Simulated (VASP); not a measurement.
# Pd (Im-3m) in VASP: further runs

Aim: see how the results for Pd move with the level of theory and the settings. Levels: PBEsol, r2SCAN. Tasks: single point.

All numbers are computed with VASP 6.6.1; they aren't measurements. Logs are shortened: lines on timing, memory, paths and dates and some standing lists are left out, and cuts for length are marked.

## Step 1: The cell of the first run

It takes space group Im-3m (No. 229, cubic). The conventional cell has a = 3.206 Å, b = 3.206 Å, c = 3.206 Å, α = 90.00°, β = 90.00°, γ = 90.00°. Within 3.7 Å of Pd (site symmetry m-3m) lie 14 Pd at 2.78 to 3.21 Å.

## Step 2: Single point, PBEsol (volume scaled by 1.06)

INCAR reads:

```
SYSTEM = Pd
ALGO = Normal
EDIFF = 1E-7
ENCUT = 520
GGA = PS
ISIF = 2
ISMEAR = -1
LASPH = .TRUE.
LCHARG = .TRUE.
LELF = .TRUE.
LREAL = .FALSE.
LVHAR = .TRUE.
LWAVE = .FALSE.
NBANDS = 11
NELM = 80
PREC = Accurate
SIGMA = 0.05
```

KPOINTS reads:

```
k-points
0
G
  12 12 12
  0 0 0
```

POSCAR reads:

```
Pd
1.0
   -1.6031178681      1.6031178681      1.6031178681
    1.6031178681     -1.6031178681      1.6031178681
    1.6031178681      1.6031178681     -1.6031178681
Pd
1
Direct
    0.0000000000      0.0000000000      0.0000000000
```

Potentials or basis: VASP PAW PBE potentials, release 64 (Pd).

Launch:

```
$ cat potpaw_PBE.64/Pd/POTCAR > POTCAR
$ mpirun -np 1 vasp_std > vasp.out
```

OUTCAR:

```text
SYSTEM = Pd
   EDIFF = 1E-7
   ENCUT = 520
   GGA = PS
   ISIF = 2
   ISMEAR = -1
   LASPH = .TRUE.
   LREAL = .FALSE.
   NELM = 80
   PREC = Accurate

 ion  position               nearest neighbor table
   1  0.000  0.000  0.000-

  LATTYP: Found a body centered cubic cell.
 ALAT       =     3.2062357362

  Lattice vectors:

 A1 = (  -1.6031178681,   1.6031178681,   1.6031178681)
 A2 = (   1.6031178681,  -1.6031178681,   1.6031178681)
 A3 = (   1.6031178681,   1.6031178681,  -1.6031178681)

Analysis of symmetry for initial positions (statically):
=====================================================================
 Subroutine PRICEL returns:
 Original cell was already a primitive cell.

 Routine SETGRP: Setting up the symmetry group for a
 body centered cubic supercell.

 Subroutine GETGRP returns: Found 48 space group operations
[... 9 lines left out ...]

 Routine SETGRP: Setting up the symmetry group for a
 body centered cubic supercell.

 Subroutine GETGRP returns: Found 48 space group operations
[... 11 lines left out ...]
                                     Primitive cell

  volume of cell :      16.4800

  direct lattice vectors                    reciprocal lattice vectors
    -1.603117868  1.603117868  1.603117868     0.000000000  0.311892226  0.311892226
     1.603117868 -1.603117868  1.603117868     0.311892226  0.000000000  0.311892226
     1.603117868  1.603117868 -1.603117868     0.311892226  0.311892226  0.000000000

  length of vectors
     2.776681598  2.776681598  2.776681598     0.441082216  0.441082216  0.441082216

  position of ions in fractional coordinates (direct lattice)
     0.000000000  0.000000000  0.000000000

  ion indices of the primitive-cell ions
   primitive index   ion index
                 1           1

----------------------------------------------------------------------------------------

 KPOINTS: k-points

Automatic generation of k-mesh.
 Grid dimensions read from file:
 generate k-points for:   12   12   12

 Generating k-lattice:

  Cartesian coordinates                     Fractional coordinates (reciprocal lattice)
     0.000000000  0.025991019  0.025991019     0.083333333  0.000000000  0.000000000
     0.025991019  0.000000000  0.025991019     0.000000000  0.083333333  0.000000000
     0.025991019  0.025991019  0.000000000     0.000000000  0.000000000  0.083333333

  Length of vectors
     0.036756851  0.036756851  0.036756851

  Shift w.r.t. Gamma in fractional coordinates (k-lattice)
     0.000000000  0.000000000  0.000000000

 Subroutine IBZKPT returns following result:
 ===========================================

 Found     72 irreducible k-points:

 Following reciprocal coordinates:
            Coordinates               Weight
  0.000000  0.000000  0.000000      1.000000
  0.083333  0.000000  0.000000     12.000000
  0.166667  0.000000  0.000000     12.000000
  0.250000  0.000000  0.000000     12.000000
  0.333333  0.000000  0.000000     12.000000
  0.416667  0.000000  0.000000     12.000000
[... 16 lines left out ...]
  0.333333  0.083333  0.083333     24.000000
  0.416667  0.083333  0.083333     12.000000
 [... further k-points ...]
   k-points           NKPTS =     72   k-points in BZ     NKDIM =     72   number of bands    NBANDS=     11
   number of dos      NEDOS =    301   number of ions     NIONS =      1
   total plane-waves  NPLWV =  13824
   dimension x,y,z NGX =    24 NGY =   24 NGZ =   24
   dimension x,y,z NGXF=    48 NGYF=   48 NGZF=   48
   ions per type =               1
   NGX,Y,Z   is equivalent  to a cutoff of  14.37, 14.37, 14.37 a.u.
   NGXF,Y,Z  is equivalent  to a cutoff of  28.74, 28.74, 28.74 a.u.
 SYSTEM =  Pd
   PREC   = accura    normal or accurate (medium, high low for compatibility)
   ISTART =      0    job   : 0-new  1-cont  2-samecut
   ICHARG =      2    charge: 1-file 2-atom 10-const
   ISPIN  =      1    spin polarized calculation?
   LNONCOLLINEAR =      F non collinear calculations
   LSORBIT =      F    spin-orbit coupling
   LASPH  =      T    aspherical Exc in radial PAW
   ENCUT  =  520.0 eV  38.22 Ry    6.18 a.u.   5.16  5.16  5.16*2*pi/ulx,y,z
   NELM   =     80;   NELMIN=  2; NELMDL= -5     # of ELM steps
   EDIFF  = 0.1E-06   stopping-criterion for ELM
   LREAL  =      F    real-space projection
   EDIFFG = 0.1E-05   stopping-criterion for IOM
   NSW    =      0    number of steps for IOM
   IBRION =     -1    ionic relax: 0-MD 1-quasi-New 2-CG
   NFREE  =      0    steps in history (QN), initial steepest desc. (CG)
   ISIF   =      2    stress and relaxation
   ISYM   =      2    0-nonsym 1-usesym 2-fastsym
   POTIM  = 0.5000    time-step for ionic-motion
   TEBEG  =    0.0;   TEEND  =   0.0 temperature during run
   PSTRESS=    0.0 pullay stress
   NELECT =      10.0000    total number of electrons
   NUPDOWN=      -1.0000    fix difference up-down
   EMIN   =  10.00;   EMAX   =-10.00  energy-range for DOS
   EFERMI =   0.00;   METHOD = LEGACY
   ISMEAR =    -1;   SIGMA  =   0.05  broadening in eV -4-tet -1-fermi 0-gaus
   EFERMI_NEDOS =   21; number of points for ismear=-14 and -15
   IALGO  =     38    algorithm
   IMIX   =      4    mixing-type and parameters
     AMIX     =   0.40;   BMIX     =  1.00
     AMIX_MAG =   1.60;   BMIX_MAG =  1.00
  volume/ion in A,a.u.               =      16.48       111.21
  Fermi-wavevector in a.u.,A,eV,Ry     =   1.385977  2.619117 26.135873  1.920932
  Thomas-Fermi vector in A             =   2.510336
   LORBIT       =      0    0 simple, 1 ext, 2 COOP (PROOUT), +10 PAW based schemes
   GGA     = PS    functional components
   LHFCALC =     F    Hartree Fock is set to
   AEXX    =    0.0000 exact exchange contribution
   IVDW    =     0    specifies the selected vdW correction
   LEPSILON=     F    determine dielectric tensor
   LRPA    =     F    only Hartree local field effects (RPA)
 non-spin polarized calculation
  energy-cutoff  :      520.00
  volume of cell :       16.48
 maximum number of plane-waves:       466
 NGX is ok and might be reduce to    24
   NGX = 11   NGY = 11   NGZ = 11

 number of electron      10.0000000 magnetization

 number of electron       9.9999998 magnetization

 Free energy of the ion-electron system (eV)
  ---------------------------------------------------
  ext. energy  EPLUGINS =         0.00000000
  ---------------------------------------------------
  free energy    TOTEN  =        -5.80377268 eV

  energy without entropy =       -5.79207441  energy(sigma->0) =       -5.79792355

 E-fermi :   7.8461     XC(G=0): -12.6978

 val. band max:        7.8381245220   @ k =  -0.2500   0.2500   0.1667
 cond. band min:       7.9058092705   @ k =  -0.4167   0.4167   0.2500
 fundamental gap:      0.0676847485
 Fermi energy:         7.8460741278

 k-point     1 :       0.0000    0.0000    0.0000
  band No.  band energies     occupation
      1       1.4572      2.00000
      2       5.3564      2.00000
      3       5.3564      2.00000
      4       5.3564      2.00000
      5       7.0675      2.00000
      6       7.0675      2.00000
      7      26.9022      0.00000
      8      26.9022      0.00000
      9      26.9022      0.00000
     10      34.3282      0.00000
     11      34.3282      0.00000

 k-point     2 :       0.0833    0.0000    0.0000
  band No.  band energies     occupation
      1       1.6982      2.00000
      2       5.2816      2.00000
      3       5.3602      2.00000
      4       5.5178      2.00000
      5       6.9841      2.00000
      6       7.0732      2.00000
      7      26.6006      0.00000
      8      26.8896      0.00000
      9      27.1589      0.00000
     10      32.3381      0.00000
     11      32.7856      0.00000

 k-point     3 :       0.1667    0.0000    0.0000
  band No.  band energies     occupation
      1       2.3606      2.00000
      2       5.0829      2.00000
      3       5.3748      2.00000
      4       5.9798      2.00000
      5       6.8336      2.00000
      6       7.0936      2.00000
      7      25.1283      0.00000
      8      26.3899      0.00000
      9      27.8590      0.00000
     10      31.2157      0.00000
     11      31.4200      0.00000

 k-point     4 :       0.2500    0.0000    0.0000
  band No.  band energies     occupation
      1       3.1459      2.00000
      2       4.8238      2.00000
      3       5.6031      2.00000
      4       6.6697      2.00000
      5       6.7901      2.00000
      6       7.1331      2.00000
      7      22.3232      0.00000
      8      25.1285      0.00000
      9      28.8062      0.00000
     10      28.8612      0.00000
     11      30.9170      0.00000

 k-point     5 :       0.3333    0.0000    0.0000
  band No.  band energies     occupation
      1       3.4576      2.00000
      2       4.5773      2.00000
      3       6.5942      2.00000
      4       6.9173      2.00000
      5       7.1868      2.00000
      6       7.4484      1.99930
      7      19.1481      0.00000
      8      23.8315      0.00000
      9      26.6463      0.00000
     10      29.7277      0.00000
     11      31.1996      0.00000
[... 211 lines left out ...]
 k-point    21 :       0.1667    0.0833    0.0833
  band No.  band energies     occupation
      1       3.5623      2.00000
      2       4.7733      2.00000
      3       5.0080      2.00000
      4       6.9077      2.00000
      5       7.0896      2.00000
      6       7.4822      1.99862
      7      22.5190      0.00000
      8      23.8780      0.00000
      9      25.0929      0.00000
     10      29.0502      0.00000
     11      34.4969      0.00000

 k-point    22 :       0.2500    0.0833    0.0833
  band No.  band energies     occupation
      1       3.8504      2.00000
      2       4.5461      2.00000
      3       5.6295      2.00000
      4       6.9511      2.00000
      5       7.1834      2.00000
      6       8.7088      0.00000
      7      19.3233      0.00000
      8      22.7909      0.00000
      9      23.6583      0.00000
     10      30.1156      0.00000
     11      34.1122      0.00000

 k-point    23 :       0.3333    0.0833    0.0833
  band No.  band energies     occupation
      1       3.7359      2.00000
      2       4.3963      2.00000
      3       6.5524      2.00000
      4       7.0286      2.00000
      5       7.2443      1.99999
      6      10.1841      0.00000
      7      16.4250      0.00000
      8      22.0458      0.00000
      9      22.6540      0.00000
     10      30.9061      0.00000
     11      33.9132      0.00000

 k-point    24 :       0.4167    0.0833    0.0833
  band No.  band energies     occupation
      1       3.6676      2.00000
      2       4.3443      2.00000
      3       6.9549      2.00000
      4       7.0613      2.00000
      5       7.2657      1.99998
      6      11.2204      0.00000
      7      14.8776      0.00000
      8      21.7827      0.00000
      9      22.2707      0.00000
     10      31.1820      0.00000
     11      33.9986      0.00000

 [... further k-points ...]
[... 5 lines left out ...]
  --------------------------------------------------------------------------------------
  -------------------------------------------------------------------------------------
  Total       -1.7633620     -1.7633620     -1.7633620     -0.0000000     -0.0000000      0.0000000
  in kB     -171.4335043   -171.4335043   -171.4335043     -0.0000000     -0.0000000      0.0000000
  external PRESSURE =    -171.4335043 kB  Pullay stress =       0.0000000 kB

 VOLUME and BASIS-vectors are now :
 -----------------------------------------------------------------------------
  energy-cutoff  :      520.00
  volume of cell :       16.48
      direct lattice vectors                 reciprocal lattice vectors
    -1.603117868  1.603117868  1.603117868     0.000000000  0.311892226  0.311892226
     1.603117868 -1.603117868  1.603117868     0.311892226  0.000000000  0.311892226
     1.603117868  1.603117868 -1.603117868     0.311892226  0.311892226  0.000000000

 POSITION                                       TOTAL-FORCE (eV/Angst)
 -----------------------------------------------------------------------------------
      0.00000      0.00000      0.00000         0.000000      0.000000      0.000000
 -----------------------------------------------------------------------------------
    total drift:                                0.000000      0.000000     -0.000000

  FREE ENERGIE OF THE ION-ELECTRON SYSTEM (eV)
  ---------------------------------------------------
  free  energy   TOTEN  =        -5.8037726786 eV

  energy  without entropy=       -5.7920744129  energy(sigma->0) =       -5.79792355
```

It took 7.4 s on 1 thread of Intel Xeon 6975P-C, shared host; peak memory 0.14 GiB.

What came out:

```yaml
Free_energy: -5.8038 eV
Pressure: -17.1 GPa
Band_gap_on_the_k_mesh: zero (band 5 reaches 8.35 eV, above the bottom of band 6 at 6.97 eV)
```

Caveat: the cell differs from its parent crystal (volume scaled by 1.06); the PAW data sets were made with another functional, which shifts forces and pressure a little.

## Step 3: Single point, r2SCAN

This run uses another cell than the first one, of 14.61 Å³/atom, 0.887 times its volume.

POSCAR reads:

```
Pd
1.0
   -1.5401846266      1.5401846266      1.5401846266
    1.5401846266     -1.5401846266      1.5401846266
    1.5401846266      1.5401846266     -1.5401846266
Pd
1
Direct
    0.0000000000      0.0000000000      0.0000000000
```

INCAR.step1 reads:

```
SYSTEM = Pd
ALGO = Normal
EDIFF = 1E-4
ENCUT = 520
GGA = PE
ISMEAR = -1
LASPH = .TRUE.
LCHARG = .FALSE.
LREAL = .FALSE.
LWAVE = .TRUE.
NBANDS = 11
NELM = 80
PREC = Accurate
SIGMA = 0.05
```

INCAR.step2 reads:

```
SYSTEM = Pd
ALGO = Normal
EDIFF = 1E-6
ENCUT = 520
ISIF = 2
ISMEAR = -1
ISTART = 1
LASPH = .TRUE.
LCHARG = .FALSE.
LMIXTAU = .TRUE.
LREAL = .FALSE.
LWAVE = .FALSE.
METAGGA = R2SCAN
NBANDS = 11
NELM = 80
PREC = Accurate
SIGMA = 0.05
```

KPOINTS is that of step 2.

Potentials or basis: VASP PAW PBE potentials, release 64 (Pd).

Launch:

```
$ cat potpaw_PBE.64/Pd/POTCAR > POTCAR
$ cp INCAR.step1 INCAR
$ mpirun -np 1 vasp_std > vasp.out
$ cp INCAR.step2 INCAR
$ mpirun -np 1 vasp_std > vasp.out
```

It took 33 s on 1 thread of Intel Xeon Platinum 8488C (Sapphire Rapids), shared host; peak memory 0.13 GiB.

It converged, with:

```yaml
Free_energy: -22.9039 eV
Pressure: 6.2 GPa
Band_gap_on_the_k_mesh: zero (band 5 reaches 10.42 eV, above the bottom of band 6 at 8.59 eV)
```

Levels at points of the mesh, in eV from the Fermi level:
```
           k point  band 2  band 3  band 4  band 5  band 6  band 7  band 8  band 9
(0.00, 0.00, 0.00)   -3.09   -3.09   -3.09   -1.05   -1.05   20.40   20.40   20.40
(0.50, 0.00, 0.00)   -4.35   -1.11   -0.81    0.66    1.67    8.47   15.99   18.90
(0.50, 0.50, 0.50)   -5.52    0.25    0.25    0.25    9.87    9.87    9.87   18.57
```

Caveat: the PAW data sets were made with another functional, which shifts forces and pressure a little.
